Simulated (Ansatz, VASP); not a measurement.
One calculation of Mo, two programs

```
Mo
1.0
     0.00000    2.01500    1.93440
     2.01500    0.00000    1.93440
     2.01500    2.01500    0.00000
Mo
1
Direct
  0.00000 0.00000 0.00000
```

Change from the starting cell: strain +0.000 along x and y, -0.040 along z, atoms carried along.

Alike in both runs: task single point; functional PBE; k mesh 20 × 20 × 20; occupations gaussian, width 0.15 eV; no spin polarisation.

|  | VASP | Ansatz |
| --- | --- | --- |
| version | VASP 6.6.1 | Ansatz 0.2.0 |
| potentials or method | VASP PAW PBE potentials, release 64 (Mo_sv), cutoff 520 eV | scalar-relativistic, plane waves, PAW |
| valence electrons in the cell | 14 | 14 |

|  | VASP | Ansatz | Ansatz less VASP |
| --- | --- | --- | --- |
| gap on the k mesh at the Fermi level (eV) | none | none | - |
| pressure (GPa) | 5.7 | 5.1 | -0.52 |
| traceless stress, the component that is largest in VASP (GPa) | -5.99 | -6.00 | -0.009 |

A gap of «none» marks a metal or a gap that the smearing closes.
